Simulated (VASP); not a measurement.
Wanted: the native input for a VASP 6.6.1 run.

- Task: relaxation of cell and atoms
- Functional: LDA
- Potentials or basis: VASP PAW LDA potentials, release 64 (Cu, O)
- Cutoff: 600 eV
- k mesh: 7 × 7 × 7
- Occupations: fermi-dirac, width 0.05 eV
- Spin: no spin polarisation
- Dipole correction: no
- Further INCAR settings: ALGO = Normal; EDIFF = 1e-06; IBRION = 2; EDIFFG = -0.01; NSW = 60; ISIF = 3

The structure of CuO lies in POSCAR:

```
CuO
1.0
    4.1609370000      0.0000000000      0.0000000000
    0.0000000000      4.1609370000      0.0000000000
    0.0000000000      0.0000000000      3.8876430000
Cu O
3 3
Direct
    0.5000000000      0.0000000000      0.5000000000
    0.0000000000      0.5000000000      0.5000000000
    0.0000000000      0.0000000000      0.0000000000
    0.0000000000      0.0000000000      0.5000000000
    0.5000000000      0.0000000000      0.0000000000
    0.0000000000      0.5000000000      0.0000000000
```

One way to write it, as run:

INCAR

```
SYSTEM = CuO
PREC = Accurate ; ENCUT = 600
EDIFF = 1E-6 ; ISMEAR = -1
SIGMA = 0.05 ; LREAL = .False.
LASPH = .True. ; NELM = 60
ALGO = Normal ; ISIF = 3
LWAVE = .False. ; LCHARG = .False.
GGA = CA ; IBRION = 2
NSW = 60 ; EDIFFG = -0.01
```

KPOINTS

```
regular mesh
0
Gamma
  7 7 7
  0 0 0
```

Potentials or basis: VASP PAW LDA potentials, release 64 (Cu, O).

The run is started by

```bash
$ cat potpaw_LDA.64/Cu/POTCAR potpaw_LDA.64/O/POTCAR > POTCAR
$ mpirun -np 1 vasp_std > vasp.out
```

It gave:

The relaxed volume is 10.39 Å³/atom, the relaxed cell is a = 4.040 Å, b = 4.040 Å, c = 3.819 Å, α = 90.00°, β = 90.00°, γ = 90.00° and the space group after relaxing (to 0.1 Å) is P4/mmm (No. 123). The energy gained by relaxing is 28.7 meV/atom and the ionic steps are 11. The pressure after relaxing is -0.1 GPa and the band gap on the k mesh is zero (an odd number of electrons rules out a gap without spin polarisation).

Caveat: an odd number of electrons without spin polarisation forces a metal; a magnetic or distorted state may lie lower; semilocal functionals often make such compounds metallic where correlation or magnetic order opens a gap, which also shifts bond lengths.

It took 5 min on 1 thread of Intel(R) Xeon(R) 6975P-C (Granite Rapids) (shared host), peak memory 0.22 GiB.
